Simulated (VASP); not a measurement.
Here is a VASP 6.6.1 calculation.

The input INCAR:

```
SYSTEM = Si
PREC     = Accurate       ! precision mode
ENCUT    = 520            ! plane-wave cutoff, eV
EDIFF    = 1E-7           ! SCF threshold, eV
ISMEAR   = 0              ! smearing method
SIGMA    = 0.03           ! smearing width, eV
LREAL    = .FALSE.        ! projectors in reciprocal space
LASPH    = .TRUE.         ! aspherical terms in the spheres
NELM     = 60             ! most SCF steps
ALGO     = Normal         ! electronic algorithm
ISIF     = 2              ! what is computed and relaxed
LWAVE    = .FALSE.        ! write WAVECAR
LCHARG   = .FALSE.        ! write CHGCAR
NBANDS   = 16             ! bands
```

Contents of KPOINTS:

```
Automatic mesh
0
G
  12 12 12
  0 0 0
```

File POSCAR:

```
Si
1.0
   -3.5105624357      3.5105624357      1.7249895509
    3.5105624357     -3.5105624357      1.7249895509
    3.5105624357      3.5105624357     -1.7249895509
Si
4
Direct
    0.1788010600      0.1788010600      0.3576021200
    0.8211989400      0.8211989400      0.6423978800
    0.1788010600      0.8211989400      0.0000000000
    0.8211989400      0.1788010600      0.0000000000
```

Potentials or basis: VASP PAW LDA potentials, release 64 (Si).

Launch:

```sh
$ cat potpaw_LDA.64/Si/POTCAR > POTCAR
$ mpirun -np 1 vasp_std > vasp.out
```

Problem. What does it give for the band gap on the k mesh?

Solution. Zero (bands 8 and 9 overlap by 0.71 eV).

Problem. Predict the pressure.

Solution. 0.8 GPa.

Problem. What does it give for the largest force?

Solution. 1.674 eV/Å.

Stress tensor (GPa, compression positive):
```
-8.48  0.00  0.00
 0.00 -8.48  0.00
 0.00  0.00 19.45
```

Caveat: the stress differs along the axes, from -8 to 19 GPa; semilocal functionals underestimate gaps, and a narrow one can read as zero; forces of over 1 eV/Å act on the atoms, so gaps and moduli don't describe the material at rest.
